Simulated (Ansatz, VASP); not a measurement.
**AlCo in VASP and in Ansatz**

```
Co Al
1.0
     0.00000    2.34032    2.34032
     2.34032    0.00000    2.34032
     2.34032    2.34032    0.00000
Co Al
1 1
Direct
  0.00000 0.00000 0.00000
  0.50000 0.50000 0.50000
```

Alike in both runs: functional LDA; k mesh 15 × 15 × 15; occupations fermi-dirac, width 0.08 eV; no spin polarisation.

Ansatz relaxed the structure, and its values are those at the end. VASP's run is a single point on that final structure, the one shown.

|  | VASP | Ansatz |
| --- | --- | --- |
| version | VASP 6.6.1 | Ansatz 0.2.0 |
| potentials or method | VASP PAW LDA potentials, release 64 (Co, Al) | PAW with Ansatz's default frozen-core files, scalar-relativistic |
| plane-wave cutoff (eV) | 520 | 420 |
| valence electrons in the cell | 12 | 20 |

```tsv
	VASP	Ansatz	Ansatz less VASP
pressure (GPa)	0.3	0.0	-0.27
```

LDA's correlation is that of Perdew and Zunger in VASP and of Perdew and Wang (1992) in Ansatz. VASP's potentials hold 12 valence electrons a cell and Ansatz's 20, so a difference there can come from the potentials and not from the codes.
